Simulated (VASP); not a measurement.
## HfN: single point with LDA

The system is HfN.

```
Hf N
1.0
     0.00000    2.45482    2.45482
     2.45482    0.00000    2.45482
     2.45482    2.45482    0.00000
Hf N
1 1
Direct
  0.00000 0.00000 0.00000
  0.75000 0.75000 0.75000
```

```yaml
Program: VASP 6.6.1
Task: single point
Functional: LDA
Potentials_or_basis: VASP PAW LDA potentials, release 64 (Hf_pv, N)
Cutoff: 520 eV
k_mesh: 16 × 16 × 16
Occupations: gaussian, width 0.15 eV
Spin: no spin polarisation
```

- Pressure: -10.0 GPa
- Band gap on the k mesh: zero (an odd number of electrons rules out a gap without spin polarisation)

Levels at points of the mesh, in eV from the Fermi level:
| k point | band 4 | band 5 | band 6 | band 7 | band 8 | band 9 | band 10 | band 11 |
| --- | --- | --- | --- | --- | --- | --- | --- | --- |
| (0.00, 0.00, 0.00) | -15.92 | -5.45 | -5.45 | -5.45 | -0.62 | 2.12 | 2.12 | 6.54 |
| (0.50, 0.00, 0.00) | -14.80 | -5.67 | -4.87 | -4.87 | 1.54 | 2.63 | 2.63 | 4.24 |
| (0.50, 0.50, 0.00) | -14.42 | -6.91 | -3.58 | -3.58 | -1.11 | 2.10 | 3.90 | 4.60 |

Wall time 55 s on 1 thread of AMD EPYC 7R13 Processor (Zen 3), with other jobs on the host, peak memory 0.16 GiB.

Caveat: the cell stands under tension; spin-orbit coupling is left out, which moves the levels of the heavy elements.
